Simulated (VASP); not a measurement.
Set up this calculation in VASP 6.6.1, as the native input.

```
Task                   : electric field gradients
Functional             : LDA
Potentials or basis    : VASP PAW LDA potentials, release 64 (Li_sv, F)
Cutoff                 : 520 eV
k mesh                 : 10 × 10 × 10
Occupations            : fermi-dirac, width 0.03 eV
Spin                   : no spin polarisation
Dipole correction      : no
Further INCAR settings : ALGO = Normal; EDIFF = 1e-08; NBANDS = 12
```

The structure of LiF lies in POSCAR:

```
LiF
1.0
    0.0000000000      2.0140000000      2.0542800000
    2.0140000000      0.0000000000      2.0542800000
    2.0140000000      2.0140000000      0.0000000000
Li F
1 1
Direct
    0.0000000000      0.0000000000      0.0000000000
    0.5000000000      0.5000000000      0.5000000000
```

This cell differs from its parent crystal: zz strain of +2 %.

The input as run:

INCAR

```
SYSTEM = LiF
PREC = Accurate
ENCUT = 520
EDIFF = 1E-8
ISMEAR = -1
SIGMA = 0.03
LREAL = .False.
LASPH = .True.
NELM = 80
ALGO = Normal
ISIF = 2
LWAVE = .False.
LCHARG = .False.
LEFG = .True.
NBANDS = 12
```

KPOINTS

```
regular mesh
0
Gamma
  10 10 10
  0 0 0
```

Potentials or basis: VASP PAW LDA potentials, release 64 (Li_sv, F).

The run is started by

```console
$ cat potpaw_LDA.64/Li_sv/POTCAR potpaw_LDA.64/F/POTCAR > POTCAR
$ mpirun -np 1 vasp_std > vasp.out
```

It gave:

```
Band gap on the k mesh : 8.63 eV, direct
```

Caveat: the cell differs from its parent crystal (zz strain of +2 %); without QUAD_EFG the Cq values of the log hold for a quadrupole moment of 1 mb, not for the nuclei.

It took 6.6 s on 1 thread of Intel(R) Xeon(R) 6975P-C (Granite Rapids), on a shared host, peak memory 0.12 GiB.
